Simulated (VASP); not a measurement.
# PbS: single point with PBE

The system is PbS.

```
Pb S
1.0
     4.08970    0.00000    0.00000
    -2.04485    3.54178    0.00000
     0.00000    0.00000    3.78817
Pb S
1 1
Direct
  0.00000 0.00000 0.00000
  0.66667 0.33333 0.50000
```

| Property | Result |
| --- | --- |
| Program | VASP 6.6.1 |
| Task | single point |
| Functional | PBE |
| Potentials or basis | VASP PAW PBE potentials, release 64 (Pb_d, S) |
| Cutoff | 500 eV |
| k mesh | 6 × 6 × 6 |
| Occupations | gaussian, width 0.1 eV |
| Spin | collinear spin, zero start |
| Starting moments | [0.0, 0.0] μB |

- Pressure: -0.3 GPa
- Band gap on the k mesh: zero (filled and empty bands overlap)
- Net moment: 0.00 μB per cell
- Valence electrons inside the program's atomic spheres: Pb 11.81; S 3.67

Stress tensor (GPa, compression positive):
```
-0.34  0.00  0.00
 0.00 -0.34  0.00
 0.00  0.00 -0.10
```

Levels at points of the mesh, in eV from the Fermi level:
Spin up:
```
           k point  band 6  band 7  band 8  band 9  band 10  band 11  band 12  band 13  band 14  band 15
(0.00, 0.00, 0.00)  -13.20   -6.50   -2.20   -1.73    -1.73     3.42     3.42     5.23     6.46     7.02
(0.50, 0.00, 0.00)  -12.12   -8.50   -2.74   -1.84    -1.22     1.88     3.89     5.22     5.37    10.95
(0.00, 0.00, 0.50)  -12.10   -9.01   -1.15   -1.15    -0.03     0.84     3.83     3.83     8.18     8.18
(0.50, 0.00, 0.50)  -11.48   -7.42   -4.11   -4.07    -1.47     2.09     2.74     2.76     8.21    10.60
```
Spin down:
```csv
k point,band 8,band 9,band 10,band 11,band 12,band 13
"(0.00, 0.00, 0.00)",-2.20,-1.73,-1.73,3.42,3.42,5.23
"(0.50, 0.00, 0.00)",-2.74,-1.84,-1.22,1.88,3.89,5.22
"(0.00, 0.00, 0.50)",-1.15,-1.15,-0.03,0.84,3.83,3.83
"(0.50, 0.00, 0.50)",-4.11,-4.07,-1.47,2.09,2.74,2.76
```

Run time: 69 s on 1 thread of Intel Xeon 8259CL, with other jobs on the host, peak memory 0.2 GiB.

Caveat: semilocal functionals underestimate gaps, so a narrow gap can read as zero; spin-orbit coupling is left out, which moves the levels of the heavy elements.
